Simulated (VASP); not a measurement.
# BaH (I-4m2) in VASP: relaxation of cell and atoms with PBE

Aim: the relaxation of cell and atoms of BaH with PBE.

Program: VASP 6.6.1. These are calculated values, not measurements. Logs are shortened: lines on timing, memory, paths and dates and some standing lists are left out, and cuts for length are marked.

**1. The cell of the first run**

The typed cell holds 2 atoms: a = 4.341 Å, b = 4.341 Å, c = 4.341 Å, α = 119.99°, β = 119.99°, γ = 90.01°.

**2. Relaxation of cell and atoms, PBE**

The input, INCAR:

```
SYSTEM = BaH
  PREC = Accurate
  ENCUT = 600
  EDIFF = 1E-7
  ISMEAR = 0
  SIGMA = 0.1
  LREAL = .FALSE.
  LASPH = .TRUE.
  NELM = 100
  ALGO = Normal
  ISIF = 3
  LWAVE = .FALSE.
  LCHARG = .FALSE.
  GGA = PE
  IBRION = 2
  NSW = 100
  EDIFFG = -0.01
```

The input, KPOINTS:

```
Automatic mesh
0
G
  18 18 18
  0 0 0
```

The input, POSCAR:

```
BaH
1.0
   -2.1707922345      2.1707922345      3.0693842092
    2.1707922345     -2.1707922345      3.0693842092
    2.1707922345      2.1707922345     -3.0693842092
Ba H
1 1
Direct
    0.0000000000      0.0000000000      0.0000000000
    0.2500000000      0.7500000000      0.5000000000
```

Potentials or basis: VASP PAW PBE potentials, release 64 (Ba_sv, H).

Started as:

```
cat potpaw_PBE.64/Ba_sv/POTCAR potpaw_PBE.64/H/POTCAR > POTCAR
mpirun -np 1 vasp_std > vasp.out
```

OUTCAR:

```text
SYSTEM = BaH
   PREC = Accurate
   ENCUT = 600
   EDIFF = 1E-7
   ISMEAR = 0
   LREAL = .FALSE.
   LASPH = .TRUE.
   NELM = 100
   ISIF = 3
   GGA = PE
   IBRION = 2
   NSW = 100
   EDIFFG = -0.01

 ion  position               nearest neighbor table
   1  0.000  0.000  0.000-   2 2.66   2 2.66   2 2.66   2 2.66
   2  0.250  0.750  0.500-   1 2.66   1 2.66   1 2.66   1 2.66

  LATTYP: Found a body centered tetragonal cell.
 ALAT       =     4.3415844690
 C/A-ratio  =     1.4139465585

  Lattice vectors:

 A1 = (  -2.1707922345,   2.1707922345,   3.0693842092)
 A2 = (   2.1707922345,  -2.1707922345,   3.0693842092)
 A3 = (   2.1707922345,   2.1707922345,  -3.0693842092)

Analysis of symmetry for initial positions (statically):
=====================================================================
 Subroutine PRICEL returns:
 Original cell was already a primitive cell.

 Routine SETGRP: Setting up the symmetry group for a
 body centered tetragonal supercell.

 Subroutine GETGRP returns: Found  8 space group operations
 (whereof  8 operations were pure point group operations)
 out of a pool of 16 trial point group operations.

The static configuration has the point symmetry D_2d.

Analysis of symmetry for dynamics (positions and initial velocities):
=====================================================================
 Subroutine PRICEL returns:
 Original cell was already a primitive cell.

 Routine SETGRP: Setting up the symmetry group for a
 body centered tetragonal supercell.

 Subroutine GETGRP returns: Found  8 space group operations
 (whereof  8 operations were pure point group operations)
 out of a pool of 16 trial point group operations.

The dynamic configuration has the point symmetry D_2d.

 Subroutine INISYM returns: Found  8 space group operations
 (whereof  8 operations are pure point group operations),
 and found     1 'primitive' translations

----------------------------------------------------------------------------------------

                                     Primitive cell

  volume of cell :      57.8559

  direct lattice vectors                    reciprocal lattice vectors
    -2.170792234  2.170792234  3.069384209     0.000000000  0.230330656  0.162899124
     2.170792234 -2.170792234  3.069384209     0.230330656  0.000000000  0.162899124
     2.170792234  2.170792234 -3.069384209     0.230330656  0.230330656  0.000000000

  length of vectors
     4.341174642  4.341174642  4.341174642     0.282114048  0.282114048  0.325736738
[... 93 lines left out ...]
   NUPDOWN=      -1.0000    fix difference up-down
   EMIN   =  10.00;   EMAX   =-10.00  energy-range for DOS
   EFERMI =   0.00;   METHOD = LEGACY
   ISMEAR =     0;   SIGMA  =   0.10  broadening in eV -4-tet -1-fermi 0-gaus
   EFERMI_NEDOS =   21; number of points for ismear=-14 and -15
   IALGO  =     38    algorithm
   IMIX   =      4    mixing-type and parameters
     AMIX     =   0.40;   BMIX     =  1.00
     AMIX_MAG =   1.60;   BMIX_MAG =  1.00
  volume/ion in A,a.u.               =      28.93       195.22
  Fermi-wavevector in a.u.,A,eV,Ry     =   0.941362  1.778915 12.056961  0.886162
  Thomas-Fermi vector in A             =   2.068865
   LORBIT       =      0    0 simple, 1 ext, 2 COOP (PROOUT), +10 PAW based schemes
   GGA     = PE    functional components
   LHFCALC =     F    Hartree Fock is set to
   AEXX    =    0.0000 exact exchange contribution
   IVDW    =     0    specifies the selected vdW correction
   LEPSILON=     F    determine dielectric tensor
   LRPA    =     F    only Hartree local field effects (RPA)
 conjugate gradient relaxation of ions
 non-spin polarized calculation
 Gauss-broadening in eV      SIGMA  =   0.10
  energy-cutoff  :      600.00
  volume of cell :       57.86
 maximum number of plane-waves:      1964
   NGX = 17   NGY = 17   NGZ = 17

--------------------------------------- Ionic step        1  -------------------------------------------

 number of electron      11.0000001 magnetization

 Free energy of the ion-electron system (eV)
  ---------------------------------------------------
  ext. energy  EPLUGINS =         0.00000000
  ---------------------------------------------------
  free energy    TOTEN  =        -5.75336911 eV

  energy without entropy =       -5.74128434  energy(sigma->0) =       -5.74732673

------------------------ aborting loop because EDIFF is reached ----------------------------------------

  FORCE on cell =-STRESS in cart. coord.  units (eV):
  Direction    XX          YY          ZZ          XY          YZ          ZX
  --------------------------------------------------------------------------------------
  -------------------------------------------------------------------------------------
  Total        0.1026851      0.1026851      0.1033447      0.0000000      0.0000000      0.0000000
  in kB        2.8436119      2.8436119      2.8618767      0.0000000      0.0000000      0.0000000
  external PRESSURE =       2.8497002 kB  Pullay stress =       0.0000000 kB
[... 59 lines left out ...]
--------------------------------------- Ionic step        3  -------------------------------------------

 number of electron      11.0000000 magnetization

 Free energy of the ion-electron system (eV)
  ---------------------------------------------------
  ext. energy  EPLUGINS =         0.00000000
  ---------------------------------------------------
  free energy    TOTEN  =        -5.75419108 eV

  energy without entropy =       -5.74170731  energy(sigma->0) =       -5.74794919

 E-fermi :   2.0668     XC(G=0):  -7.8371

 val. band max:        2.0629110206   @ k =  -0.1111   0.2222   0.0556
 cond. band min:       2.0702181192   @ k =  -0.3889   0.5000   0.2222
 fundamental gap:      0.0073070986
 Fermi energy:         2.0668419768

 k-point     1 :       0.0000    0.0000    0.0000
  band No.  band energies     occupation
      1     -26.5123      2.00000
      2     -11.4434      2.00000
      3     -11.4434      2.00000
      4     -11.4434      2.00000
      5      -2.6497      2.00000
      6       3.6970      0.00000
      7       3.8221      0.00000
      8       3.8221      0.00000
      9       3.8230      0.00000
[... 265 lines left out ...]
 k-point    24 :      -0.2222    0.0556    0.0000
  band No.  band energies     occupation
      1     -26.4901      2.00000
      2     -11.6947      2.00000
      3     -11.4843      2.00000
      4     -11.4734      2.00000
      5      -2.1256      2.00000
      6       2.1775      0.11772
      7       4.0569      0.00000
      8       4.1004      0.00000
      9       5.1627      0.00000

 [... further k-points ...]
[... 5 lines left out ...]
  --------------------------------------------------------------------------------------
  -------------------------------------------------------------------------------------
  Total        0.0014939      0.0014939      0.0020513      0.0000000      0.0000000      0.0000000
  in kB        0.0407145      0.0407145      0.0559073      0.0000000      0.0000000      0.0000000
  external PRESSURE =       0.0457788 kB  Pullay stress =       0.0000000 kB
[... 17 lines left out ...]
  FREE ENERGIE OF THE ION-ELECTRON SYSTEM (eV)
  ---------------------------------------------------
  free  energy   TOTEN  =        -5.7541910782 eV

  energy  without entropy=       -5.7417073083  energy(sigma->0) =       -5.74794919

 reached required accuracy - stopping structural energy minimisation
```

It took 8.6 min on 1 thread of Intel Xeon Platinum 8488C (Sapphire Rapids), shared host; peak memory 0.52 GiB.

What came out:

| Property | Result |
| --- | --- |
| Free energy | -5.7542 eV |
| Relaxed volume | 29.39 Å³/atom |
| Relaxed cell | a = 4.364 Å, b = 4.364 Å, c = 4.364 Å, α = 119.99°, β = 119.99°, γ = 90.01° |
| Space group after relaxing (to 0.05 Å) | F-43m (No. 216) |
| Energy gained by relaxing | 0.4 meV/atom |
| Ionic steps | 3 |
| Pressure after relaxing | 0.0 GPa |

The path:
| step | energy change (eV) | largest force (eV/Å) | pressure (GPa) | volume (Å³) |
| --- | --- | --- | --- | --- |
| 1 | 0.0000 | 0.0000 | 0.28 | 57.86 |
| 2 | -0.0006 | 0.0000 | 0.15 | 58.29 |
| 3 | -0.0008 | 0.0000 | 0.00 | 58.79 |

Final structure:
```xyz
2
Lattice="-2.1823 2.1823 3.0858 2.1823 -2.1823 3.0858 2.1823 2.1823 -3.0858" Properties=species:S:1:pos:R:3 pbc="T T T"
Ba    0.0000    0.0000    0.0000
H     2.1823    0.0000    1.5429
```

Caveat: spin-orbit coupling is left out, which moves the levels of the heavy elements.
